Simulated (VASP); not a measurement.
Here is a VASP 6.6.1 calculation.

INCAR

```
PREC = Accurate
ENCUT = 520
EDIFF = 1E-7
ISMEAR = -1
SIGMA = 0.1
LREAL = F
LASPH = T
NELM = 100
ALGO = Normal
ISIF = 2
LWAVE = F
LCHARG = T
GGA = CA
LELF = T
LVHAR = T
NBANDS = 32
```

Contents of KPOINTS:

```
Automatic mesh
0
Gamma
  11 11 3
```

Contents of POSCAR:

```
Zr
1.0
    3.1265238884      0.0000000000      0.0000000000
   -1.5632619442      2.7076491129      0.0000000000
    0.0000000000      0.0000000000     10.2769611226
Zr
4
Direct
    0.0000000000      1.0000000000      0.0000000000
    0.0000000000      1.0000000000      0.5000000000
    0.3333333333      0.6666666667      0.2500000000
    0.6666666667      0.3333333333      0.7500000000
```

Potentials or basis: VASP PAW LDA potentials, release 64 (Zr_sv).

Run with:

```bash
$ cat potpaw_LDA.64/Zr_sv/POTCAR > POTCAR
$ mpirun -np 1 vasp_std > vasp.out
```

What does it give for the pressure?

0.1 GPa.

What does it give for the band gap on the k mesh?

Zero (bands 24 and 25 overlap by 1.23 eV).
